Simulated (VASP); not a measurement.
A run of VASP 6.6.1:

INCAR

```
SYSTEM = Hf
ALGO = Normal
EDIFF = 1E-6
ENCUT = 520
GGA = PE
ISIF = 2
ISMEAR = -1
LASPH = .TRUE.
LCHARG = .FALSE.
LREAL = .FALSE.
LWAVE = .FALSE.
NBANDS = 11
NELM = 60
PREC = Accurate
SIGMA = 0.08
```

The input KPOINTS:

```
k-points
0
G
  17 17 17
  0 0 0
```

Contents of POSCAR:

```
Hf
1.0
   -1.6118233640      1.6118233640      1.6118233640
    1.6118233640     -1.6118233640      1.6118233640
    1.6118233640      1.6118233640     -1.6118233640
Hf
1
Direct
    0.0000000000      0.0000000000      0.0000000000
```

Potentials or basis: VASP PAW PBE potentials, release 64 (Hf_pv).

Launch:

```console
$ cat potpaw_PBE.64/Hf_pv/POTCAR > POTCAR
$ mpirun -np 1 vasp_std > vasp.out
```

Hardware: 1 thread of Intel Xeon 6975P-C, on a shared host.

Problem. Estimate the wall time of this run.

Solution. It took 16 s on 1 thread of Intel Xeon 6975P-C, with other jobs on the host, peak memory 0.16 GiB. Counts: scf iterations 11, k points 165.
